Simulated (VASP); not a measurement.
# MoS2: relaxation of cell and atoms with PBEsol

The system is MoS2.

```
Mo S
1.0
     3.16900    0.00000    0.00000
    -1.58450    2.74443    0.00000
     0.00000    0.00000   12.32400
Mo S
2 4
Direct
  0.66667 0.33333 0.75000
  0.33333 0.66667 0.25000
  0.66667 0.33333 0.37700
  0.33333 0.66667 0.87700
  0.66667 0.33333 0.12300
  0.33333 0.66667 0.62300
```

```json
{"Program": "VASP 6.6.1", "Task": "relaxation of cell and atoms", "Functional": "PBEsol", "Potentials or basis": "VASP PAW PBE potentials, release 64 (Mo_sv, S)", "Cutoff": "600 eV", "k mesh": "10 × 10 × 3", "Occupations": "fermi-dirac, width 0.05 eV", "Spin": "no spin polarisation", "Target pressure": "10 GPa", "Dipole correction": "no", "Further INCAR settings": "ALGO = Normal; EDIFF = 1e-06; IBRION = 2; EDIFFG = -0.01; NSW = 60; ISIF = 3"}
```

* Relaxed volume: 15.40 Å³/atom
* Relaxed cell: a = 3.068 Å, b = 3.068 Å, c = 11.335 Å, α = 90.00°, β = 90.00°, γ = 120.00°
* Space group after relaxing (to 0.1 Å): P6_3/mmc (No. 194)
* Energy change on relaxing (the run minimises the enthalpy): +52.1 meV/atom
* Ionic steps: 16
* Pressure after relaxing: 10.0 GPa
* Band gap on the k mesh: 0.34 eV (least direct gap 1.91 eV)

Step by step:
```csv
step,energy change (eV),largest force (eV/Å),pressure (GPa),volume (Å³)
1,0.0000,0.3125,-2.99,107.18
2,2.5733,4.7152,50.30,86.25
3,0.1170,0.9329,8.87,100.15
4,0.1341,0.9917,9.46,99.87
5,0.1749,0.4444,9.62,97.31
6,0.2366,0.1920,9.78,96.11
7,0.2582,0.1608,10.27,94.22
8,0.3556,0.0819,11.48,91.79
9,0.3643,0.0750,11.56,91.65
10,0.2529,0.4268,5.83,93.81
11,0.3266,0.0594,10.04,92.20
12,0.3171,0.0056,10.05,92.35
13,0.3194,0.0117,10.04,92.31
14,0.3158,0.0114,9.98,92.37
15,0.3118,0.0114,9.91,92.43
16,0.3128,0.0013,10.02,92.41
```

Final structure:
```xyz
6
Lattice="3.0682 0.0000 0.0000 -1.5341 2.6572 0.0000 0.0000 0.0000 11.3352" Properties=species:S:1:pos:R:3 pbc="T T T"
Mo    1.5341    0.8857    8.5014
Mo    0.0000    1.7714    2.8338
S     1.5341    0.8857    4.4009
S     0.0000    1.7714   10.0685
S     1.5341    0.8857    1.2667
S     0.0000    1.7714    6.9343
```

Levels at points of the mesh, in eV from the valence-band top:
```tsv
k point	band 22	band 23	band 24	band 25	band 26	band 27	band 28	band 29	band 30	band 31
(0.00, 0.00, 0.00)	-2.32	-2.32	-1.90	-0.77	0.00	1.97	1.97	1.98	2.04	2.04
(0.50, 0.00, 0.00)	-2.87	-2.13	-1.96	-1.68	-1.54	1.62	1.72	1.82	2.44	2.60
```

Run time: 37 min on 1 thread of Intel Xeon 8259CL (shared host), peak memory 0.34 GiB.

Caveat: the cell is relaxed towards a set pressure, so the run minimises the enthalpy, not the energy; the PAW data sets were made with another functional, which shifts forces and pressure a little; an odd mesh through Γ misses points on the zone boundary, where band edges can lie.
